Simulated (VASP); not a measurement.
# ZnS (Cm) in VASP: further runs

The runs below take ZnS through single point, with r2SCAN.

Program: VASP 6.6.1. These are calculated values, not measurements. Logs are shortened: lines on timing, memory, paths and dates and some standing lists are left out, and cuts for length are marked.

**1. The cell of the first run**

The structure is monoclinic, space group Cm (No. 8). Conventional cell: a = 7.621 Å, b = 7.621 Å, c = 5.389 Å, α = 90.00°, β = 90.00°, γ = 90.00°. Within 2.6 Å of Zn (site symmetry m) lie 3 S at 1.98 to 2.38 Å. Within 3.1 Å of Zn (site symmetry m) lie 4 S at 2.33 Å. Within 3.1 Å of Zn (site symmetry 1) lie 4 S at 2.33 Å. S (site symmetry m) has 4 Zn at 2.33 to 2.71 Å within 3.1 Å. Within 2.6 Å of S (site symmetry m) lie 4 Zn at 1.98 to 2.33 Å. Within 3.1 Å of S (site symmetry 1) lie 4 Zn at 2.33 to 2.38 Å.

**2. Single point, r2SCAN (atom 1 (Zn) moved -0.450 Å towards its neighbour atom 2 (Zn) at 3.811 Å)**

POSCAR reads:

```
ZnS
1.0
    5.3890263884      0.0000000000      0.0000000000
    0.0000000000     -5.3890263884      0.0000000000
    0.0000000000      0.0000000000     -5.3890263884
Zn S
4 4
Direct
    0.0590455545      0.0590455545      0.0000000000
    0.5000000000      0.5000000000      0.0000000000
    0.5000000000      0.0000000000      0.5000000000
    0.0000000000      0.5000000000      0.5000000000
    0.7500000000      0.7500000000      0.7500000000
    0.2500000000      0.2500000000      0.7500000000
    0.2500000000      0.7500000000      0.2500000000
    0.7500000000      0.2500000000      0.2500000000
```

INCAR.step1 reads:

```
PREC = Accurate
ENCUT = 520
ISMEAR = 0
SIGMA = 0.05
LREAL = False
LASPH = True
NELM = 60
NBANDS = 46
GGA = PE
ALGO = Normal
EDIFF = 1E-4
LWAVE = True
LCHARG = False
```

INCAR.step2 reads:

```
PREC = Accurate
ENCUT = 520
EDIFF = 1E-7
ISMEAR = 0
SIGMA = 0.05
LREAL = False
LASPH = True
NELM = 60
ALGO = Normal
ISIF = 2
LWAVE = False
LCHARG = True
METAGGA = R2SCAN
LMIXTAU = True
LELF = True
LVHAR = True
NBANDS = 46
ISTART = 1
```

KPOINTS reads:

```
regular mesh
0
Gamma
  4 4 4
```

Potentials or basis: VASP PAW PBE potentials, release 64 (Zn, S).

The run is started by

```bash
$ cat potpaw_PBE.64/Zn/POTCAR potpaw_PBE.64/S/POTCAR > POTCAR
$ cp INCAR.step1 INCAR
$ mpirun -np 1 vasp_std > vasp.out
$ cp INCAR.step2 INCAR
$ mpirun -np 1 vasp_std > vasp.out
```

OUTCAR:

```text
PREC = Accurate
   ENCUT = 520
   EDIFF = 1E-7
   ISMEAR = 0
   LREAL = False
   LASPH = True
   NELM = 60
   ISIF = 2
   METAGGA = R2SCAN
   ISTART = 1

 ion  position               nearest neighbor table
   1  0.059  0.059  0.000-   6 1.98   7 2.38   8 2.38   5 2.71
   2  0.500  0.500  0.000-   5 2.33   6 2.33   7 2.33   8 2.33
   3  0.500  0.000  0.500-   5 2.33   6 2.33   7 2.33   8 2.33
   4  0.000  0.500  0.500-   5 2.33   6 2.33   7 2.33   8 2.33
   5  0.750  0.750  0.750-   2 2.33   3 2.33   4 2.33   1 2.71
   6  0.250  0.250  0.750-   1 1.98   2 2.33   3 2.33   4 2.33
   7  0.250  0.750  0.250-   2 2.33   3 2.33   4 2.33   1 2.38
   8  0.750  0.250  0.250-   2 2.33   3 2.33   4 2.33   1 2.38

  LATTYP: Found a simple cubic cell.
 ALAT       =     5.3890263884

  Lattice vectors:

 A1 = (   5.3890263884,   0.0000000000,   0.0000000000)
 A2 = (   0.0000000000,  -5.3890263884,   0.0000000000)
 A3 = (   0.0000000000,   0.0000000000,  -5.3890263884)

Analysis of symmetry for initial positions (statically):
=====================================================================
 Subroutine PRICEL returns:
 Original cell was already a primitive cell.

 Routine SETGRP: Setting up the symmetry group for a
 simple cubic supercell.

 Subroutine GETGRP returns: Found  2 space group operations
 (whereof  2 operations were pure point group operations)
 out of a pool of 48 trial point group operations.

The static configuration has the point symmetry C_1h.

Analysis of symmetry for dynamics (positions and initial velocities):
=====================================================================
 Subroutine PRICEL returns:
 Original cell was already a primitive cell.

 Routine SETGRP: Setting up the symmetry group for a
 simple cubic supercell.

 Subroutine GETGRP returns: Found  2 space group operations
 (whereof  2 operations were pure point group operations)
 out of a pool of 48 trial point group operations.

The dynamic configuration has the point symmetry C_1h.

 Subroutine INISYM returns: Found  2 space group operations
 (whereof  2 operations are pure point group operations),
 and found     1 'primitive' translations

----------------------------------------------------------------------------------------

                                     Primitive cell

  volume of cell :     156.5060

  direct lattice vectors                    reciprocal lattice vectors
     5.389026388  0.000000000  0.000000000     0.185562276  0.000000000  0.000000000
     0.000000000 -5.389026388  0.000000000     0.000000000 -0.185562276  0.000000000
     0.000000000  0.000000000 -5.389026388     0.000000000  0.000000000 -0.185562276

  length of vectors
     5.389026388  5.389026388  5.389026388     0.185562276  0.185562276  0.185562276

  position of ions in fractional coordinates (direct lattice)
     0.059045555  0.059045555  0.000000000
     0.500000000  0.500000000  0.000000000
     0.500000000  0.000000000  0.500000000
     0.000000000  0.500000000  0.500000000
     0.750000000  0.750000000  0.750000000
     0.250000000  0.250000000  0.750000000
     0.250000000  0.750000000  0.250000000
     0.750000000  0.250000000  0.250000000

  ion indices of the primitive-cell ions
   primitive index   ion index
                 1           1
                 2           2
                 3           3
                 4           4
                 5           5
                 6           6
                 7           7
                 8           8

----------------------------------------------------------------------------------------

 KPOINTS: regular mesh

Automatic generation of k-mesh.
 Grid dimensions read from file:
 generate k-points for:    4    4    4

 Generating k-lattice:

  Cartesian coordinates                     Fractional coordinates (reciprocal lattice)
     0.046390569  0.000000000  0.000000000     0.250000000  0.000000000  0.000000000
     0.000000000 -0.046390569  0.000000000     0.000000000  0.250000000  0.000000000
     0.000000000  0.000000000 -0.046390569     0.000000000  0.000000000  0.250000000

  Length of vectors
     0.046390569  0.046390569  0.046390569

  Shift w.r.t. Gamma in fractional coordinates (k-lattice)
     0.000000000  0.000000000  0.000000000

 Subroutine IBZKPT returns following result:
 ===========================================

 Found     24 irreducible k-points:

 Following reciprocal coordinates:
            Coordinates               Weight
  0.000000  0.000000  0.000000      1.000000
  0.250000  0.000000  0.000000      4.000000
  0.000000  0.000000  0.250000      2.000000
  0.500000  0.000000  0.000000      2.000000
  0.000000  0.000000  0.500000      1.000000
  0.250000  0.250000  0.000000      2.000000
[... 16 lines left out ...]
  0.250000  0.500000  0.500000      4.000000
  0.500000  0.500000  0.500000      1.000000
   k-points           NKPTS =     24   k-points in BZ     NKDIM =     24   number of bands    NBANDS=     46
[... 41 lines left out ...]
   LORBIT       =      0    0 simple, 1 ext, 2 COOP (PROOUT), +10 PAW based schemes
   METAGGA = R2SCAN    functional components
   LHFCALC =     F    Hartree Fock is set to
   AEXX    =    0.0000 exact exchange contribution
   IVDW    =     0    specifies the selected vdW correction
   LEPSILON=     F    determine dielectric tensor
   LRPA    =     F    only Hartree local field effects (RPA)
 non-spin polarized calculation
 Gauss-broadening in eV      SIGMA  =   0.05
  energy-cutoff  :      520.00
  volume of cell :      156.51
 maximum number of plane-waves:      4238
   NGX = 21   NGY = 21   NGZ = 21

 number of electron      72.0000066 magnetization

 Free energy of the ion-electron system (eV)
  ---------------------------------------------------
  ext. energy  EPLUGINS =         0.00000000
  ---------------------------------------------------
  free energy    TOTEN  =       -74.64259073 eV

  energy without entropy =      -74.64259073  energy(sigma->0) =      -74.64259073

 E-fermi :   2.2875     XC(G=0): -10.3194

 val. band max:        2.0129913312   @ k =   0.0000   0.0000   0.0000
 cond. band min:       4.4445962745   @ k =   0.0000   0.0000   0.0000
 fundamental gap:      2.4316049434
 Fermi energy:         2.2874766522

 k-point     1 :       0.0000    0.0000    0.0000
  band No.  band energies     occupation
      1     -12.1320      2.00000
      2     -10.9724      2.00000
      3     -10.5129      2.00000
      4     -10.0878      2.00000
      5      -5.2621      2.00000
      6      -5.0090      2.00000
[... 38 lines left out ...]
     45       8.8912      0.00000
     46       9.0362      0.00000

 k-point     2 :       0.2500    0.0000    0.0000
  band No.  band energies     occupation
      1     -12.0287      2.00000
      2     -10.9876      2.00000
      3     -10.6194      2.00000
      4     -10.1203      2.00000
      5      -5.2544      2.00000
      6      -4.9993      2.00000
[... 38 lines left out ...]
     45       9.5153      0.00000
     46       9.6149      0.00000

 k-point     3 :       0.0000    0.0000    0.2500
  band No.  band energies     occupation
      1     -12.0140      2.00000
      2     -11.0664      2.00000
      3     -10.5098      2.00000
      4     -10.1687      2.00000
      5      -5.2486      2.00000
      6      -4.9791      2.00000
[... 38 lines left out ...]
     45       9.5203      0.00000
     46       9.6508      0.00000

 k-point     4 :       0.5000    0.0000    0.0000
  band No.  band energies     occupation
      1     -11.8977      2.00000
      2     -11.0307      2.00000
      3     -10.7370      2.00000
      4     -10.1402      2.00000
      5      -5.2508      2.00000
      6      -4.9865      2.00000
[... 920 lines left out ...]
     45       9.2816      0.00000
     46       9.6859      0.00000

 k-point    23 :       0.2500    0.5000    0.5000
  band No.  band energies     occupation
      1     -11.7671      2.00000
      2     -10.8563      2.00000
      3     -10.8458      2.00000
      4     -10.2990      2.00000
      5      -5.2220      2.00000
      6      -4.9374      2.00000
[... 38 lines left out ...]
     45       9.3943      0.00000
     46       9.7001      0.00000

 k-point    24 :       0.5000    0.5000    0.5000
  band No.  band energies     occupation
      1     -11.7567      2.00000
      2     -10.8421      2.00000
      3     -10.8318      2.00000
      4     -10.2836      2.00000
      5      -5.2183      2.00000
      6      -4.9293      2.00000
[... 38 lines left out ...]
     45       9.2933      0.00000
     46       9.3380      0.00000

------------------------ aborting loop because EDIFF is reached ----------------------------------------

  FORCE on cell =-STRESS in cart. coord.  units (eV):
  Direction    XX          YY          ZZ          XY          YZ          ZX
  --------------------------------------------------------------------------------------
  -------------------------------------------------------------------------------------
  Total        1.4791268      1.4791268      3.3680605     -2.1657104     -2.6462751      2.6463324
  in kB       15.1420631     15.1420631     34.4793871    -22.1707318    -27.0903516     27.0909378
  external PRESSURE =      21.5878378 kB  Pullay stress =       0.0000000 kB

 VOLUME and BASIS-vectors are now :
 -----------------------------------------------------------------------------
  energy-cutoff  :      520.00
  volume of cell :      156.51
      direct lattice vectors                 reciprocal lattice vectors
     5.389026388  0.000000000  0.000000000     0.185562276  0.000000000  0.000000000
     0.000000000 -5.389026388  0.000000000     0.000000000 -0.185562276  0.000000000
     0.000000000  0.000000000 -5.389026388     0.000000000  0.000000000 -0.185562276

 POSITION                                       TOTAL-FORCE (eV/Angst)
 -----------------------------------------------------------------------------------
      0.31820     -0.31820      0.00000        -2.940714      2.940714     -2.759315
      2.69451     -2.69451      0.00000         0.406453     -0.406453      0.030027
      2.69451      0.00000     -2.69451         0.389881      0.461559     -0.015585
      0.00000     -2.69451     -2.69451        -0.461559     -0.389881     -0.015585
      4.04177     -4.04177     -4.04177         0.299110     -0.299110     -0.242871
      1.34726     -1.34726     -4.04177         2.148835     -2.148835      2.737928
      1.34726     -4.04177     -1.34726        -0.065137     -0.223129      0.132701
      4.04177     -1.34726     -1.34726         0.223129      0.065137      0.132701
 -----------------------------------------------------------------------------------
    total drift:                               -0.009252      0.009252     -0.000924

  FREE ENERGIE OF THE ION-ELECTRON SYSTEM (eV)
  ---------------------------------------------------
  free  energy   TOTEN  =       -74.6425907270 eV

  energy  without entropy=      -74.6425907270  energy(sigma->0) =      -74.64259073
```

It took 14 min on 1 thread of Intel Xeon 8259CL, shared host; peak memory 0.34 GiB.

What came out:

| Item | Value |
| --- | --- |
| Free energy | -74.6426 eV |
| Pressure | 2.2 GPa |
| Largest force | 4.991 eV/Å |
| Band gap on the k mesh | 2.43 eV |

Forces on the atoms (eV/Å):
```
Zn  -2.941  2.941 -2.759
Zn   0.406 -0.406  0.030
Zn   0.390  0.462 -0.016
Zn  -0.462 -0.390 -0.016
S    0.299 -0.299 -0.243
S    2.149 -2.149  2.738
S   -0.065 -0.223  0.133
S    0.223  0.065  0.133
```

Stress tensor (GPa, compression positive):
```
 1.51 -2.22  2.71
-2.22  1.51 -2.71
 2.71 -2.71  3.45
```

Levels at points of the mesh, in eV from the valence-band top:
```tsv
k point	band 34	band 35	band 36	band 37	band 38	band 39
(0.00, 0.00, 0.00)	-0.19	-0.06	0.00	2.43	3.12	3.58
(0.50, 0.00, 0.00)	-1.60	-1.16	-1.01	4.34	4.68	5.04
(0.00, 0.00, 0.50)	-1.36	-1.35	-1.11	4.45	4.85	4.92
(0.50, 0.50, 0.00)	-1.03	-0.85	-0.82	5.17	5.23	5.24
(0.00, 0.50, 0.50)	-1.16	-0.89	-0.64	4.89	5.11	5.39
(0.50, 0.50, 0.50)	-0.82	-0.80	-0.47	3.55	3.64	3.72
```

Caveat: the cell differs from its parent crystal (atom 1 (Zn) moved -0.450 Å towards its neighbour atom 2 (Zn) at 3.811 Å); the PAW data sets were made with another functional, which shifts forces and pressure a little.

**3. Single point, r2SCAN (atom 1 (Zn) moved +0.360 Å towards its neighbour atom 2 (Zn) at 3.811 Å)**

Edit POSCAR of step 2 so:

```diff
@@ -8,3 +8,3 @@
 Direct
-    0.0590455545      0.0590455545      0.0000000000
+   -0.0472364436     -0.0472364436      0.0000000000
     0.5000000000      0.5000000000      0.0000000000
```

INCAR.step1 reads:

```
SYSTEM = ZnS
ALGO = Normal ; EDIFF = 1E-4
ENCUT = 520 ; GGA = PE
ISMEAR = 0 ; LASPH = .TRUE.
LCHARG = .FALSE. ; LREAL = .FALSE.
LWAVE = .TRUE. ; NBANDS = 46
NELM = 100 ; PREC = Accurate
SIGMA = 0.05
```

INCAR.step2 reads:

```
SYSTEM = ZnS
ALGO = Normal ; EDIFF = 1E-6
ENCUT = 520 ; ISIF = 2
ISMEAR = 0 ; ISTART = 1
LASPH = .TRUE. ; LCHARG = .TRUE.
LELF = .TRUE. ; LMIXTAU = .TRUE.
LREAL = .FALSE. ; LVHAR = .TRUE.
LWAVE = .FALSE. ; METAGGA = R2SCAN
NBANDS = 46 ; NELM = 100
PREC = Accurate ; SIGMA = 0.05
```

KPOINTS reads:

```
k-points
0
G
  4 4 4
  0 0 0
```

Potentials or basis: VASP PAW PBE potentials, release 64 (Zn, S).

The run is started by

```bash
$ cat potpaw_PBE.64/Zn/POTCAR potpaw_PBE.64/S/POTCAR > POTCAR
$ cp INCAR.step1 INCAR
$ mpirun -np 1 vasp_std > vasp.out
$ cp INCAR.step2 INCAR
$ mpirun -np 1 vasp_std > vasp.out
```

It took 13 min on 1 thread of Intel Xeon 8259CL, shared host; peak memory 0.33 GiB.

Results (log left out):

- Free energy: -74.9644 eV
- Pressure: 1.4 GPa
- Largest force: 3.487 eV/Å
- Band gap on the k mesh: 2.54 eV

Forces on the atoms (eV/Å):
```
Zn   2.157 -2.157 -1.689
Zn  -0.323  0.323  0.021
Zn  -0.315 -0.372 -0.011
Zn   0.372  0.315 -0.011
S   -1.474  1.474  1.760
S   -0.307  0.307 -0.251
S   -0.151 -0.042  0.090
S    0.042  0.151  0.090
```

Stress tensor (GPa, compression positive):
```
 1.01 -1.46 -1.93
-1.46  1.01  1.93
-1.93  1.93  2.10
```

Levels at points of the mesh, in eV from the valence-band top:
```csv
k point,band 33,band 34,band 35,band 36,band 37,band 38,band 39,band 40
"(0.00, 0.00, 0.00)",-2.15,-0.15,-0.05,0.00,2.54,3.20,3.61,4.01
"(0.50, 0.00, 0.00)",-1.58,-1.54,-1.18,-1.07,4.48,4.75,5.04,5.25
"(0.00, 0.00, 0.50)",-1.38,-1.35,-1.34,-1.18,4.60,4.86,4.95,5.00
"(0.50, 0.50, 0.00)",-1.22,-1.01,-0.89,-0.84,5.24,5.27,5.28,5.30
"(0.00, 0.50, 0.50)",-1.31,-1.12,-0.90,-0.70,5.00,5.18,5.40,5.55
"(0.50, 0.50, 0.50)",-0.85,-0.83,-0.82,-0.54,3.61,3.69,3.75,3.89
```

Caveat: the cell differs from its parent crystal (atom 1 (Zn) moved +0.360 Å towards its neighbour atom 2 (Zn) at 3.811 Å); the PAW data sets were made with another functional, which shifts forces and pressure a little.

**4. Single point, r2SCAN (atom 1 (Zn) moved -0.270 Å towards its neighbour atom 2 (Zn) at 3.811 Å)**

Edit POSCAR of step 3 so:

```diff
@@ -8,3 +8,3 @@
 Direct
-   -0.0472364436     -0.0472364436      0.0000000000
+    0.0354273327      0.0354273327      0.0000000000
     0.5000000000      0.5000000000      0.0000000000
```

INCAR.step1 reads:

```
PREC = Accurate
ENCUT = 520
ISMEAR = 0
SIGMA = 0.05
LREAL = F
LASPH = T
NELM = 100
NBANDS = 46
GGA = PE
ALGO = Normal
EDIFF = 1E-4
LWAVE = T
LCHARG = F
```

INCAR.step2 reads:

```
PREC = Accurate
ENCUT = 520
EDIFF = 1E-6
ISMEAR = 0
SIGMA = 0.05
LREAL = F
LASPH = T
NELM = 100
ALGO = Normal
ISIF = 2
LWAVE = F
LCHARG = F
METAGGA = R2SCAN
LMIXTAU = T
NBANDS = 46
ISTART = 1
```

KPOINTS reads:

```
Automatic mesh
0
Gamma
  4 4 4
```

The run is started by

```bash
$ cat potpaw_PBE.64/Zn/POTCAR potpaw_PBE.64/S/POTCAR > POTCAR
$ cp INCAR.step1 INCAR
$ mpirun -np 1 vasp_std > vasp.out
$ cp INCAR.step2 INCAR
$ mpirun -np 1 vasp_std > vasp.out
```

Wall time 13 min (1 thread of Intel Xeon 8259CL, shared host); peak memory 0.33 GiB.

Results (log left out):

| Quantity | Value |
| --- | --- |
| Free energy | -75.1944 eV |
| Pressure | 0.8 GPa |
| Largest force | 2.313 eV/Å |
| Band gap on the k mesh | 2.61 eV |

Forces in eV/Å, atoms in the order of the input:
```
Zn  -1.502  1.502 -0.916
Zn   0.242 -0.242  0.013
Zn   0.238  0.280 -0.006
Zn  -0.280 -0.238 -0.006
S    0.291 -0.291 -0.243
S    0.939 -0.939  1.053
S   -0.021 -0.092  0.053
S    0.092  0.021  0.053
```

Stress tensor (GPa, compression positive):
```
 0.61 -0.84  1.31
-0.84  0.61 -1.31
 1.31 -1.31  1.16
```

Levels at points of the mesh, in eV from the valence-band top:
| k point | band 33 | band 34 | band 35 | band 36 | band 37 | band 38 | band 39 | band 40 |
| --- | --- | --- | --- | --- | --- | --- | --- | --- |
| (0.00, 0.00, 0.00) | -2.19 | -0.12 | -0.04 | 0.00 | 2.61 | 3.31 | 3.64 | 3.95 |
| (0.50, 0.00, 0.00) | -1.51 | -1.48 | -1.20 | -1.13 | 4.62 | 4.81 | 5.04 | 5.20 |
| (0.00, 0.00, 0.50) | -1.35 | -1.34 | -1.33 | -1.23 | 4.72 | 4.87 | 4.99 | 5.02 |
| (0.50, 0.50, 0.00) | -1.15 | -0.99 | -0.93 | -0.86 | 5.29 | 5.31 | 5.31 | 5.33 |
| (0.00, 0.50, 0.50) | -1.22 | -1.08 | -0.91 | -0.76 | 5.11 | 5.24 | 5.40 | 5.51 |
| (0.50, 0.50, 0.50) | -0.87 | -0.84 | -0.84 | -0.63 | 3.67 | 3.74 | 3.77 | 3.88 |

Caveat: the cell differs from its parent crystal (atom 1 (Zn) moved -0.270 Å towards its neighbour atom 2 (Zn) at 3.811 Å); the PAW data sets were made with another functional, which shifts forces and pressure a little.

**5. Summary**

| cell | gap on the mesh (eV) | pressure (GPa) | largest force (eV/Å) |
| --- | --- | --- | --- |
| as given, atomic positions A | 2.43 | 2.2 | 4.99 |
| as given, atomic positions B | 2.54 | 1.4 | 3.49 |
| as given, atomic positions C | 2.61 | 0.8 | 2.31 |

Alike in all rows: task single point; level r2SCAN; potentials or basis VASP PAW PBE potentials, release 64 (Zn, S); no spin polarisation; k mesh 4 × 4 × 4; cutoff (eV) 520; smearing gaussian 0.05 eV.

Caveats: the PAW data sets were made with another functional, which shifts forces and pressure a little.

Absolute energies hang on the potentials; compare differences alone.
